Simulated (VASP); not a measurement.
# LiSn2 (Cmmm) in VASP: single point with PBE

Aim: the single point of LiSn2 with PBE.

All numbers are computed with VASP 6.6.1; they aren't measurements. Logs are shortened: lines on timing, memory, paths and dates and some standing lists are left out, and cuts for length are marked.

## Step 1: The cell of the first run

The structure is orthorhombic, space group Cmmm (No. 65). The conventional cell has a = 4.643 Å, b = 10.056 Å, c = 3.162 Å, α = 90.00°, β = 90.00°, γ = 90.00°. Within 4.2 Å of Li (site symmetry mmm) lie 2 Li at 3.16 Å and 12 Sn at 3.20 to 3.83 Å. Within 4.0 Å of Sn (site symmetry m2m) lie 5 Sn at 3.03 to 3.16 Å and 6 Li at 3.20 to 3.83 Å.

## Step 2: Single point, PBE

File INCAR:

```
PREC = Accurate
ENCUT = 520
EDIFF = 1E-6
ISMEAR = 0
SIGMA = 0.1
LREAL = False
LASPH = True
NELM = 100
ALGO = Normal
ISIF = 2
LWAVE = False
LCHARG = False
GGA = PE
NBANDS = 22
```

File KPOINTS:

```
Automatic mesh
0
Gamma
  4 4 6
```

File POSCAR:

```
LiSn2
1.0
    2.3216942000     -5.0282073000      0.0000000000
    2.3216942000      5.0282073000      0.0000000000
    0.0000000000      0.0000000000      3.1618692000
Li Sn
1 2
Direct
    0.0000000000      0.0000000000      0.5000000000
    0.3469070000      0.6530930000      0.0000000000
    0.6530930000      0.3469070000      0.0000000000
```

Potentials or basis: VASP PAW PBE potentials, release 64 (Li_sv, Sn_d).

The run is started by

```
$ cat potpaw_PBE.64/Li_sv/POTCAR potpaw_PBE.64/Sn_d/POTCAR > POTCAR
$ mpirun -np 1 vasp_std > vasp.out
```

OUTCAR:

```text
PREC = Accurate
   ENCUT = 520
   EDIFF = 1E-6
   ISMEAR = 0
   LREAL = False
   LASPH = True
   NELM = 100
   ISIF = 2
   GGA = PE

 ion  position               nearest neighbor table
   1  0.000  0.000  0.500-
   2  0.347  0.653  0.000-   3 3.03   3 3.03   3 3.08
   3  0.653  0.347  0.000-   2 3.03   2 3.03   2 3.08

  LATTYP: Found a base centered orthorhombic cell.
 ALAT       =     4.6433884000
 B/A-ratio  =     2.1657491758
 C/A-ratio  =     0.6809400652

  Lattice vectors:

 A1 = (   2.3216942000,  -5.0282073000,   0.0000000000)
 A2 = (   2.3216942000,   5.0282073000,   0.0000000000)
 A3 = (   0.0000000000,   0.0000000000,   3.1618692000)

Analysis of symmetry for initial positions (statically):
=====================================================================
 Subroutine PRICEL returns:
 Original cell was already a primitive cell.

 Routine SETGRP: Setting up the symmetry group for a
 base centered orthorhombic supercell.

 Subroutine GETGRP returns: Found  8 space group operations
 (whereof  8 operations were pure point group operations)
 out of a pool of  8 trial point group operations.

The static configuration has the point symmetry D_2h.

Analysis of symmetry for dynamics (positions and initial velocities):
=====================================================================
 Subroutine PRICEL returns:
 Original cell was already a primitive cell.

 Routine SETGRP: Setting up the symmetry group for a
 base centered orthorhombic supercell.

 Subroutine GETGRP returns: Found  8 space group operations
 (whereof  8 operations were pure point group operations)
 out of a pool of  8 trial point group operations.

The dynamic configuration has the point symmetry D_2h.

 Subroutine INISYM returns: Found  8 space group operations
 (whereof  8 operations are pure point group operations),
 and found     1 'primitive' translations

----------------------------------------------------------------------------------------

                                     Primitive cell

  volume of cell :      73.8231

  direct lattice vectors                    reciprocal lattice vectors
     2.321694200 -5.028207300  0.000000000     0.215359973 -0.099439019  0.000000000
     2.321694200  5.028207300  0.000000000     0.215359973  0.099439019  0.000000000
     0.000000000  0.000000000  3.161869200     0.000000000  0.000000000  0.316268617

  length of vectors
     5.538333017  5.538333017  3.161869200     0.237208845  0.237208845  0.316268617

  position of ions in fractional coordinates (direct lattice)
     0.000000000  0.000000000  0.500000000
     0.346907000  0.653093000  0.000000000
     0.653093000  0.346907000  0.000000000

  ion indices of the primitive-cell ions
   primitive index   ion index
                 1           1
                 2           2
                 3           3

----------------------------------------------------------------------------------------

 KPOINTS: Automatic mesh

Automatic generation of k-mesh.
 Grid dimensions read from file:
 generate k-points for:    4    4    6

 Generating k-lattice:

  Cartesian coordinates                     Fractional coordinates (reciprocal lattice)
     0.053839993 -0.024859755  0.000000000     0.250000000  0.000000000  0.000000000
     0.053839993  0.024859755  0.000000000     0.000000000  0.250000000  0.000000000
     0.000000000  0.000000000  0.052711436     0.000000000  0.000000000  0.166666667

  Length of vectors
     0.059302211  0.059302211  0.052711436

  Shift w.r.t. Gamma in fractional coordinates (k-lattice)
     0.000000000  0.000000000  0.000000000

 Subroutine IBZKPT returns following result:
 ===========================================

 Found     28 irreducible k-points:

 Following reciprocal coordinates:
            Coordinates               Weight
  0.000000  0.000000  0.000000      1.000000
  0.250000 -0.000000  0.000000      4.000000
  0.500000 -0.000000  0.000000      2.000000
  0.250000  0.250000  0.000000      2.000000
  0.500000  0.250000  0.000000      4.000000
 -0.250000  0.250000  0.000000      2.000000
[... 16 lines left out ...]
  0.250000 -0.000000  0.500000      4.000000
  0.500000 -0.000000  0.500000      2.000000
 [... further k-points ...]
   k-points           NKPTS =     28   k-points in BZ     NKDIM =     28   number of bands    NBANDS=     22
   number of dos      NEDOS =    301   number of ions     NIONS =      3
   total plane-waves  NPLWV =  42336
   dimension x,y,z NGX =    42 NGY =   42 NGZ =   24
   dimension x,y,z NGXF=    84 NGYF=   84 NGZF=   48
   ions per type =               1   2
   NGX,Y,Z   is equivalent  to a cutoff of  12.61, 12.61, 12.62 a.u.
   NGXF,Y,Z  is equivalent  to a cutoff of  25.21, 25.21, 25.24 a.u.
 SYSTEM =  unknown system
   PREC   = accura    normal or accurate (medium, high low for compatibility)
   ISTART =      0    job   : 0-new  1-cont  2-samecut
   ICHARG =      2    charge: 1-file 2-atom 10-const
   ISPIN  =      1    spin polarized calculation?
   LNONCOLLINEAR =      F non collinear calculations
   LSORBIT =      F    spin-orbit coupling
   LASPH  =      T    aspherical Exc in radial PAW
   ENCUT  =  520.0 eV  38.22 Ry    6.18 a.u.  10.30 10.30  5.88*2*pi/ulx,y,z
   NELM   =    100;   NELMIN=  2; NELMDL= -5     # of ELM steps
   EDIFF  = 0.1E-05   stopping-criterion for ELM
   LREAL  =      F    real-space projection
   EDIFFG = 0.1E-04   stopping-criterion for IOM
   NSW    =      0    number of steps for IOM
   IBRION =     -1    ionic relax: 0-MD 1-quasi-New 2-CG
   NFREE  =      0    steps in history (QN), initial steepest desc. (CG)
   ISIF   =      2    stress and relaxation
   ISYM   =      2    0-nonsym 1-usesym 2-fastsym
   POTIM  = 0.5000    time-step for ionic-motion
   TEBEG  =    0.0;   TEEND  =   0.0 temperature during run
   PSTRESS=    0.0 pullay stress
   NELECT =      31.0000    total number of electrons
   NUPDOWN=      -1.0000    fix difference up-down
   EMIN   =  10.00;   EMAX   =-10.00  energy-range for DOS
   EFERMI =   0.00;   METHOD = LEGACY
   ISMEAR =     0;   SIGMA  =   0.10  broadening in eV -4-tet -1-fermi 0-gaus
   EFERMI_NEDOS =   21; number of points for ismear=-14 and -15
   IALGO  =     38    algorithm
   IMIX   =      4    mixing-type and parameters
     AMIX     =   0.40;   BMIX     =  1.00
     AMIX_MAG =   1.60;   BMIX_MAG =  1.00
  volume/ion in A,a.u.               =      24.61       166.06
  Fermi-wavevector in a.u.,A,eV,Ry     =   1.225927  2.316667 20.448164  1.502898
  Thomas-Fermi vector in A             =   2.360947
   LORBIT       =      0    0 simple, 1 ext, 2 COOP (PROOUT), +10 PAW based schemes
   GGA     = PE    functional components
   LHFCALC =     F    Hartree Fock is set to
   AEXX    =    0.0000 exact exchange contribution
   IVDW    =     0    specifies the selected vdW correction
   LEPSILON=     F    determine dielectric tensor
   LRPA    =     F    only Hartree local field effects (RPA)
 non-spin polarized calculation
 Gauss-broadening in eV      SIGMA  =   0.10
  energy-cutoff  :      520.00
  volume of cell :       73.82
 maximum number of plane-waves:      2012
 NGX is ok and might be reduce to    42
   NGX = 21   NGY = 21   NGZ = 11

 number of electron      30.9999988 magnetization

 Free energy of the ion-electron system (eV)
  ---------------------------------------------------
  ext. energy  EPLUGINS =         0.00000000
  ---------------------------------------------------
  free energy    TOTEN  =       -10.08187618 eV

  energy without entropy =      -10.07051772  energy(sigma->0) =      -10.07619695

 E-fermi :   6.0374     XC(G=0):  -9.4545

 val. band max:        6.0054295834   @ k =   0.5000   0.5000   0.5000
 cond. band min:       6.1505031544   @ k =   0.0000   0.0000   0.3333
 fundamental gap:      0.1450735711
 Fermi energy:         6.0373541544

 k-point     1 :       0.0000    0.0000    0.0000
  band No.  band energies     occupation
      1     -41.0056      2.00000
      2     -15.3859      2.00000
      3     -15.3167      2.00000
      4     -15.2484      2.00000
      5     -15.2017      2.00000
      6     -15.1991      2.00000
[... 14 lines left out ...]
     21      15.2274      0.00000
     22      15.5158      0.00000

 k-point     2 :       0.2500   -0.0000    0.0000
  band No.  band energies     occupation
      1     -41.0056      2.00000
      2     -15.3794      2.00000
      3     -15.3315      2.00000
      4     -15.2520      2.00000
      5     -15.2181      2.00000
      6     -15.1794      2.00000
[... 14 lines left out ...]
     21      14.4830      0.00000
     22      14.7361      0.00000

 k-point     3 :       0.5000   -0.0000    0.0000
  band No.  band energies     occupation
      1     -41.0056      2.00000
      2     -15.3669      2.00000
      3     -15.3476      2.00000
      4     -15.2722      2.00000
      5     -15.1984      2.00000
      6     -15.1787      2.00000
[... 14 lines left out ...]
     21      13.6993      0.00000
     22      14.5457      0.00000

 k-point     4 :       0.2500    0.2500    0.0000
  band No.  band energies     occupation
      1     -41.0055      2.00000
      2     -15.3743      2.00000
      3     -15.3320      2.00000
      4     -15.2865      2.00000
      5     -15.1802      2.00000
      6     -15.1756      2.00000
[... 14 lines left out ...]
     21      14.0513      0.00000
     22      14.3925      0.00000

 k-point     5 :       0.5000    0.2500    0.0000
  band No.  band energies     occupation
      1     -41.0056      2.00000
      2     -15.3679      2.00000
      3     -15.3553      2.00000
      4     -15.3167      2.00000
      5     -15.2273      2.00000
      6     -15.1718      2.00000
[... 14 lines left out ...]
     21      13.2262      0.00000
     22      14.0941      0.00000

 k-point     6 :      -0.2500    0.2500    0.0000
  band No.  band energies     occupation
      1     -41.0056      2.00000
      2     -15.3779      2.00000
      3     -15.3482      2.00000
      4     -15.2945      2.00000
      5     -15.2482      2.00000
      6     -15.1681      2.00000
[... 14 lines left out ...]
     21      13.6435      0.00000
     22      14.0094      0.00000

 k-point     7 :       0.5000    0.5000    0.0000
  band No.  band energies     occupation
      1     -41.0056      2.00000
      2     -15.3733      2.00000
      3     -15.3579      2.00000
      4     -15.3450      2.00000
      5     -15.2524      2.00000
      6     -15.1605      2.00000
[... 324 lines left out ...]
      6     -15.1776      2.00000
[... 14 lines left out ...]
     21      12.0262      0.00000
     22      12.5308      0.00000

 k-point    21 :       0.5000    0.5000    0.3333
  band No.  band energies     occupation
      1     -41.0026      2.00000
      2     -15.3631      2.00000
      3     -15.3262      2.00000
      4     -15.2345      2.00000
      5     -15.2101      2.00000
      6     -15.1966      2.00000
[... 14 lines left out ...]
     21      11.2309      0.00000
     22      12.2189      0.00000

 k-point    22 :       0.0000    0.0000    0.5000
  band No.  band energies     occupation
      1     -41.0016      2.00000
      2     -15.3053      2.00000
      3     -15.2819      2.00000
      4     -15.2508      2.00000
      5     -15.2086      2.00000
      6     -15.1914      2.00000
[... 14 lines left out ...]
     21      10.1722      0.00000
     22      10.6860      0.00000

 k-point    23 :       0.2500   -0.0000    0.5000
  band No.  band energies     occupation
      1     -41.0016      2.00000
      2     -15.2959      2.00000
      3     -15.2808      2.00000
      4     -15.2517      2.00000
      5     -15.2426      2.00000
      6     -15.1835      2.00000
[... 14 lines left out ...]
     21      11.6225      0.00000
     22      12.0827      0.00000

 k-point    24 :       0.5000   -0.0000    0.5000
  band No.  band energies     occupation
      1     -41.0016      2.00000
      2     -15.2810      2.00000
      3     -15.2727      2.00000
      4     -15.2640      2.00000
      5     -15.2498      2.00000
      6     -15.2219      2.00000
[... 14 lines left out ...]
     21      11.1797      0.00000
     22      12.6598      0.00000

 [... further k-points ...]
[... 5 lines left out ...]
  --------------------------------------------------------------------------------------
  -------------------------------------------------------------------------------------
  Total        0.4197183      0.2716547     -0.6920600      0.0000000      0.0000000      0.0000000
  in kB        9.1091188      5.8957052    -15.0197332      0.0000000      0.0000000      0.0000000
  external PRESSURE =      -0.0049697 kB  Pullay stress =       0.0000000 kB

 VOLUME and BASIS-vectors are now :
 -----------------------------------------------------------------------------
  energy-cutoff  :      520.00
  volume of cell :       73.82
      direct lattice vectors                 reciprocal lattice vectors
     2.321694200 -5.028207300  0.000000000     0.215359973 -0.099439019  0.000000000
     2.321694200  5.028207300  0.000000000     0.215359973  0.099439019  0.000000000
     0.000000000  0.000000000  3.161869200     0.000000000  0.000000000  0.316268617

 POSITION                                       TOTAL-FORCE (eV/Angst)
 -----------------------------------------------------------------------------------
      0.00000      0.00000      1.58093         0.000000      0.000000      0.000000
      2.32169      1.53957      0.00000        -0.000000     -0.082765     -0.000000
      2.32169     -1.53957      0.00000        -0.000000      0.082765      0.000000
 -----------------------------------------------------------------------------------
    total drift:                               -0.000000     -0.000000      0.000000

  FREE ENERGIE OF THE ION-ELECTRON SYSTEM (eV)
  ---------------------------------------------------
  free  energy   TOTEN  =       -10.0818761847 eV

  energy  without entropy=      -10.0705177230  energy(sigma->0) =      -10.07619695
```

Run time: 33 s. Hardware: 1 thread of AMD EPYC 7R13 (Zen 3), shared host; peak memory 0.18 GiB.

Results:

```yaml
Free_energy: -10.0819 eV
Largest_force: 0.083 eV/Å
```

Forces in eV/Å, atoms in the order of the input:
```
Li   0.000  0.000  0.000
Sn   0.000 -0.083  0.000
Sn   0.000  0.083  0.000
```

Caveat: the k points lie up to 0.37 Å⁻¹ apart; the cutoff is under 1.25 times the usual one of these potentials, so pressure, stress and relaxed cells hold a basis-set (Pulay) error; spin-orbit coupling is left out, which moves the levels of the heavy elements.
